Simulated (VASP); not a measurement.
# Zn in VASP: notebook

Zn is run at these levels: PBE; tasks: single point.

All numbers are computed with VASP 6.6.1; they aren't measurements. Logs are shortened: lines on timing, memory, paths and dates and some standing lists are left out, and cuts for length are marked.

## 1. The cell of the first run

The cell holds a wire with vacuum, 1 atom: a = 9.000 Å, b = 9.300 Å, c = 2.370 Å, α = 90.00°, β = 90.00°, γ = 90.00°.

## 2. Single point, PBE, collinear spin, ferromagnetic start

Contents of INCAR:

```
  ALGO = Normal
  EDIFF = 1E-6
  ENCUT = 520
  GGA = PE
  ISIF = 2
  ISMEAR = 0
  ISPIN = 2
  LASPH = T
  LCHARG = F
  LORBIT = 11
  LREAL = F
  LWAVE = F
  MAGMOM = 0.5
  NBANDS = 16
  NELM = 150
  PREC = Accurate
  SIGMA = 0.05
```

Contents of KPOINTS:

```
k-points
0
Gamma
  1 1 27
```

Contents of POSCAR:

```
Zn
1.0
    9.0000000000      0.0000000000      0.0000000000
    0.0000000000      9.3000000000      0.0000000000
    0.0000000000      0.0000000000      2.3699905891
Zn
1
Direct
    0.5000000000      0.5000000000      0.0000000000
```

Potentials or basis: VASP PAW PBE potentials, release 64 (Zn).

Command:

```bash
$ cat potpaw_PBE.64/Zn/POTCAR > POTCAR
$ mpirun -np 1 vasp_std > vasp.out
```

OUTCAR:

```text
EDIFF = 1E-6
   ENCUT = 520
   GGA = PE
   ISIF = 2
   ISMEAR = 0
   ISPIN = 2
   LASPH = T
   LORBIT = 11
   LREAL = F
   NELM = 150
   PREC = Accurate

 ion  position               nearest neighbor table
   1  0.500  0.500  0.000-

  LATTYP: Found a simple orthorhombic cell.
 ALAT       =     2.3699905891
 B/A-ratio  =     3.7974834336
 C/A-ratio  =     3.9240662148

  Lattice vectors:

 A1 = (   0.0000000000,   0.0000000000,   2.3699905891)
 A2 = (   9.0000000000,   0.0000000000,   0.0000000000)
 A3 = (   0.0000000000,   9.3000000000,   0.0000000000)

Analysis of symmetry for initial positions (statically):
=====================================================================
 Subroutine PRICEL returns:
 Original cell was already a primitive cell.

 Routine SETGRP: Setting up the symmetry group for a
 simple orthorhombic supercell.

 Subroutine GETGRP returns: Found  8 space group operations
 (whereof  8 operations were pure point group operations)
 out of a pool of  8 trial point group operations.

The static configuration has the point symmetry D_2h.

Analysis of symmetry for dynamics (positions and initial velocities):
=====================================================================
 Subroutine PRICEL returns:
 Original cell was already a primitive cell.

 Routine SETGRP: Setting up the symmetry group for a
 simple orthorhombic supercell.

 Subroutine GETGRP returns: Found  8 space group operations
 (whereof  8 operations were pure point group operations)
 out of a pool of  8 trial point group operations.

The dynamic configuration has the point symmetry D_2h.

Analysis of structural, dynamic, and magnetic symmetry:
=====================================================================
 Subroutine PRICEL returns:
 Original cell was already a primitive cell.

 Routine SETGRP: Setting up the symmetry group for a
 simple orthorhombic supercell.

 Subroutine GETGRP returns: Found  8 space group operations
 (whereof  8 operations were pure point group operations)
 out of a pool of  8 trial point group operations.

The overall configuration has the point symmetry D_2h.

 Subroutine INISYM returns: Found  8 space group operations
 (whereof  8 operations are pure point group operations),
 and found     1 'primitive' translations

----------------------------------------------------------------------------------------

                                     Primitive cell

  volume of cell :     198.3682

  direct lattice vectors                    reciprocal lattice vectors
     9.000000000  0.000000000  0.000000000     0.111111111  0.000000000  0.000000000
     0.000000000  9.300000000  0.000000000     0.000000000  0.107526882  0.000000000
     0.000000000  0.000000000  2.369990589     0.000000000  0.000000000  0.421942604

  length of vectors
     9.000000000  9.300000000  2.369990589     0.111111111  0.107526882  0.421942604

  position of ions in fractional coordinates (direct lattice)
     0.500000000  0.500000000  0.000000000

  ion indices of the primitive-cell ions
   primitive index   ion index
                 1           1

----------------------------------------------------------------------------------------

 KPOINTS: k-points

Automatic generation of k-mesh.
 Grid dimensions read from file:
 generate k-points for:    1    1   27

 Generating k-lattice:

  Cartesian coordinates                     Fractional coordinates (reciprocal lattice)
     0.111111111  0.000000000  0.000000000     1.000000000  0.000000000  0.000000000
     0.000000000  0.107526882  0.000000000     0.000000000  1.000000000  0.000000000
     0.000000000  0.000000000  0.015627504     0.000000000  0.000000000  0.037037037

  Length of vectors
     0.111111111  0.107526882  0.015627504

  Shift w.r.t. Gamma in fractional coordinates (k-lattice)
     0.000000000  0.000000000  0.000000000

 Subroutine IBZKPT returns following result:
 ===========================================

 Found     14 irreducible k-points:

 Following reciprocal coordinates:
            Coordinates               Weight
  0.000000  0.000000  0.000000      1.000000
  0.000000  0.000000  0.037037      2.000000
  0.000000  0.000000  0.074074      2.000000
  0.000000  0.000000  0.111111      2.000000
  0.000000  0.000000  0.148148      2.000000
  0.000000  0.000000  0.185185      2.000000
  0.000000  0.000000  0.222222      2.000000
  0.000000  0.000000  0.259259      2.000000
  0.000000  0.000000  0.296296      2.000000
  0.000000  0.000000  0.333333      2.000000
  0.000000  0.000000  0.370370      2.000000
  0.000000  0.000000  0.407407      2.000000
  0.000000  0.000000  0.444444      2.000000
  0.000000  0.000000  0.481481      2.000000
   k-points           NKPTS =     14   k-points in BZ     NKDIM =     14   number of bands    NBANDS=     16
   number of dos      NEDOS =    301   number of ions     NIONS =      1
   total plane-waves  NPLWV =  88200
   dimension x,y,z NGX =    70 NGY =   70 NGZ =   18
   dimension x,y,z NGXF=   140 NGYF=  140 NGZF=   36
   ions per type =               1
   NGX,Y,Z   is equivalent  to a cutoff of  12.93, 12.51, 12.63 a.u.
   NGXF,Y,Z  is equivalent  to a cutoff of  25.86, 25.03, 25.25 a.u.
 SYSTEM =  unknown system
   PREC   = accura    normal or accurate (medium, high low for compatibility)
   ISTART =      0    job   : 0-new  1-cont  2-samecut
   ICHARG =      2    charge: 1-file 2-atom 10-const
   ISPIN  =      2    spin polarized calculation?
   LNONCOLLINEAR =      F non collinear calculations
   LSORBIT =      F    spin-orbit coupling
   LASPH  =      T    aspherical Exc in radial PAW
   ENCUT  =  520.0 eV  38.22 Ry    6.18 a.u.  16.73 17.29  4.41*2*pi/ulx,y,z
   NELM   =    150;   NELMIN=  2; NELMDL= -5     # of ELM steps
   EDIFF  = 0.1E-05   stopping-criterion for ELM
   LREAL  =      F    real-space projection
   EDIFFG = 0.1E-04   stopping-criterion for IOM
   NSW    =      0    number of steps for IOM
   IBRION =     -1    ionic relax: 0-MD 1-quasi-New 2-CG
   NFREE  =      0    steps in history (QN), initial steepest desc. (CG)
   ISIF   =      2    stress and relaxation
   ISYM   =      2    0-nonsym 1-usesym 2-fastsym
   POTIM  = 0.5000    time-step for ionic-motion
   TEBEG  =    0.0;   TEEND  =   0.0 temperature during run
   PSTRESS=    0.0 pullay stress
   NELECT =      12.0000    total number of electrons
   NUPDOWN=      -1.0000    fix difference up-down
   EMIN   =  10.00;   EMAX   =-10.00  energy-range for DOS
   EFERMI =   0.00;   METHOD = LEGACY
   ISMEAR =     0;   SIGMA  =   0.05  broadening in eV -4-tet -1-fermi 0-gaus
   EFERMI_NEDOS =   21; number of points for ismear=-14 and -15
   IALGO  =     38    algorithm
   IMIX   =      4    mixing-type and parameters
     AMIX     =   0.40;   BMIX     =  1.00
     AMIX_MAG =   1.60;   BMIX_MAG =  1.00
  volume/ion in A,a.u.               =     198.37      1338.65
  Fermi-wavevector in a.u.,A,eV,Ry     =   0.642655  1.214442  5.619280  0.413005
  Thomas-Fermi vector in A             =   1.709397
   LORBIT       =     11    0 simple, 1 ext, 2 COOP (PROOUT), +10 PAW based schemes
   GGA     = PE    functional components
   LHFCALC =     F    Hartree Fock is set to
   AEXX    =    0.0000 exact exchange contribution
   IVDW    =     0    specifies the selected vdW correction
   LEPSILON=     F    determine dielectric tensor
   LRPA    =     F    only Hartree local field effects (RPA)
 spin polarized calculation
 Gauss-broadening in eV      SIGMA  =   0.05
  energy-cutoff  :      520.00
  volume of cell :      198.37
 maximum number of plane-waves:      5399
 NGX is ok and might be reduce to    70
   NGX = 33   NGY = 35   NGZ =  9

 number of electron      12.0000003 magnetization       0.1481437

 Free energy of the ion-electron system (eV)
  ---------------------------------------------------
  ext. energy  EPLUGINS =         0.00000000
  ---------------------------------------------------
  free energy    TOTEN  =        -0.08349063 eV

  energy without entropy =       -0.08092600  energy(sigma->0) =       -0.08220832

 E-fermi :  -2.3355     XC(G=0):  -2.2000

 val. band max:       -2.3489968907   @ k =   0.0000   0.0000   0.0370
 cond. band min:      -2.3293326088   @ k =   0.0000   0.0000   0.0370
 fundamental gap:      0.0196642820
 Fermi energy:        -2.3355435130

 spin component 1

 k-point     1 :       0.0000    0.0000    0.0000
  band No.  band energies     occupation
      1     -11.1209      1.00000
      2     -10.1289      1.00000
      3     -10.1288      1.00000
      4      -9.5742      1.00000
      5      -9.5703      1.00000
      6      -7.9263      1.00000
[... 8 lines left out ...]
     15       4.0199      0.00000
     16       4.2385      0.00000
[... 229 lines left out ...]
 k-point    14 :       0.0000    0.0000    0.4815
  band No.  band energies     occupation
      1     -10.4794      1.00000
      2     -10.4760      1.00000
      3      -9.9646      1.00000
      4      -9.9646      1.00000
      5      -9.4163      1.00000
      6      -2.2621      0.01891
[... 8 lines left out ...]
     15       8.0135      0.00000
     16       8.0985      0.00000
 Fermi energy:        -2.3355435130

 spin component 2

 k-point     1 :       0.0000    0.0000    0.0000
  band No.  band energies     occupation
      1     -11.1183      1.00000
      2     -10.1143      1.00000
      3     -10.1142      1.00000
      4      -9.5721      1.00000
      5      -9.5668      1.00000
      6      -7.8005      1.00000
[... 8 lines left out ...]
     15       4.2742      0.00000
     16       4.4594      0.00000
[... 229 lines left out ...]
 k-point    14 :       0.0000    0.0000    0.4815
  band No.  band energies     occupation
      1     -10.4702      1.00000
      2     -10.4637      1.00000
      3      -9.9531      1.00000
      4      -9.9531      1.00000
      5      -9.4084      1.00000
      6      -2.1552      0.00000
[... 8 lines left out ...]
     15       8.2538      0.00000
     16       8.7220      0.00000

------------------------ aborting loop because EDIFF is reached ----------------------------------------

  FORCE on cell =-STRESS in cart. coord.  units (eV):
  Direction    XX          YY          ZZ          XY          YZ          ZX
  --------------------------------------------------------------------------------------
  -------------------------------------------------------------------------------------
  Total        0.0070132      0.0134523      1.5161632      0.0000000      0.0000000     -0.0000000
  in kB        0.0566438      0.1086514     12.2457236      0.0000000      0.0000000     -0.0000000
  external PRESSURE =       4.1370063 kB  Pullay stress =       0.0000000 kB

 VOLUME and BASIS-vectors are now :
 -----------------------------------------------------------------------------
  energy-cutoff  :      520.00
  volume of cell :      198.37
      direct lattice vectors                 reciprocal lattice vectors
     9.000000000  0.000000000  0.000000000     0.111111111  0.000000000  0.000000000
     0.000000000  9.300000000  0.000000000     0.000000000  0.107526882  0.000000000
     0.000000000  0.000000000  2.369990589     0.000000000  0.000000000  0.421942604

 POSITION                                       TOTAL-FORCE (eV/Angst)
 -----------------------------------------------------------------------------------
      4.50000      4.65000      0.00000         0.000000      0.000000      0.000000
 -----------------------------------------------------------------------------------
    total drift:                                0.000000      0.000000      0.000000

  FREE ENERGIE OF THE ION-ELECTRON SYSTEM (eV)
  ---------------------------------------------------
  free  energy   TOTEN  =        -0.0834906325 eV

  energy  without entropy=       -0.0809260029  energy(sigma->0) =       -0.08220832

 total charge

# of ion       s       p       d       tot
------------------------------------------
    1        0.770   0.258   9.715  10.743

 magnetization (x)

# of ion       s       p       d       tot
------------------------------------------
    1       -0.002   0.030  -0.003   0.025
```

Run time: 56 s. Hardware: 1 thread of Intel Xeon 6975P-C (Granite Rapids), shared host; peak memory 0.36 GiB.

Results:

```
Free energy                                           : -0.0835 eV
Net moment                                            : 0.15 μB per cell
Site moments                                          : Zn +0.03 μB
Valence electrons inside the program's atomic spheres : Zn 10.74
```

(Continued in part 2 of 2.)
